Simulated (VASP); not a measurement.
Al, 1 atom in the cell. The structure is tetragonal, space group I4/mmm (No. 139). The conventional cell has a = 3.022 Å, b = 3.022 Å, c = 3.632 Å, α = 90.00°, β = 90.00°, γ = 90.00°. Within 3.7 Å of Al (site symmetry 4/mmm) lie 14 Al at 2.80 to 3.63 Å.  This cell differs from its parent crystal: ratio of the length along z to the lengths across it x 0.85, volume and fractional coordinates fixed.

| Property | Result |
| --- | --- |
| Program | VASP 6.6.1 |
| Task | single point |
| Functional | PBEsol |
| Dispersion | D3(BJ) |
| Potentials or basis | VASP PAW PBE potentials, release 64 (Al) |
| Cutoff | 520 eV |
| k mesh | 22 × 22 × 22 |
| Occupations | gaussian, width 0.15 eV |
| Spin | no spin polarisation |
| Dipole correction | no |
| Further INCAR settings | ALGO = Normal; EDIFF = 1e-06; NBANDS = 8 |

Potentials or basis: VASP PAW PBE potentials, release 64 (Al).

Run with:

```sh
$ cat potpaw_PBE.64/Al/POTCAR > POTCAR
$ mpirun -np 1 vasp_std > vasp.out
```

Hardware: 1 thread of Intel Xeon 8259CL (shared host).

Q: How long does it take, and how much memory?

A: Run time: 94 s on 1 thread of Intel Xeon 8259CL, with other jobs on the host, peak memory 0.22 GiB. Counts: scf iterations 9, k points 834.
